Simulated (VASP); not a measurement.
Write the native input for VASP 6.6.1 that does the following.

```
Task                   : single point
Functional             : PBE
Potentials or basis    : VASP PAW PBE potentials, release 64 (Zn, B)
Cutoff                 : 520 eV
k mesh                 : 6 × 6 × 4
Occupations            : gaussian, width 0.1 eV
Spin                   : no spin polarisation
Dipole correction      : no
Further INCAR settings : ALGO = Normal; EDIFF = 1e-06; NBANDS = 20
```

The structure of ZnB4 lies in POSCAR:

```
ZnB4
1.0
    4.8617306248      0.0000000000      0.0000000000
    0.0000000000      4.8617306248      0.0000000000
    0.0000000000      0.0000000000      2.0797133257
Zn B
1 4
Direct
    0.0000000000      0.0000000000      0.5000000000
    0.3196477093      0.3196477093      0.5000000000
    0.6803522907      0.6803522907      0.5000000000
    0.3196477093      0.6803522907      0.5000000000
    0.6803522907      0.3196477093      0.5000000000
```

The cell was built from a structure type or drawn by symmetry, and may not be a known phase.

These files were run (other wordings do the same):

INCAR

```
PREC = Accurate
ENCUT = 520
EDIFF = 1E-6
ISMEAR = 0
SIGMA = 0.1
LREAL = False
LASPH = True
NELM = 100
ALGO = Normal
ISIF = 2
LWAVE = False
LCHARG = False
GGA = PE
NBANDS = 20
```

KPOINTS

```
Automatic mesh
0
Gamma
  6 6 4
```

Potentials or basis: VASP PAW PBE potentials, release 64 (Zn, B).

The run is started by

```bash
$ cat potpaw_PBE.64/Zn/POTCAR potpaw_PBE.64/B/POTCAR > POTCAR
$ mpirun -np 1 vasp_std > vasp.out
```

It gave:

```
Pressure               : 0.2 GPa
Largest force          : 0.015 eV/Å
Band gap on the k mesh : zero (bands 12 and 13 overlap by 2.29 eV)
```

Caveat: the k points lie up to 0.76 Å⁻¹ apart, too coarse for converged energies and pressures of a metal.

Run time: 9.5 s on 1 thread of AMD EPYC 9R45 (Zen 5) (shared host), peak memory 0.13 GiB.
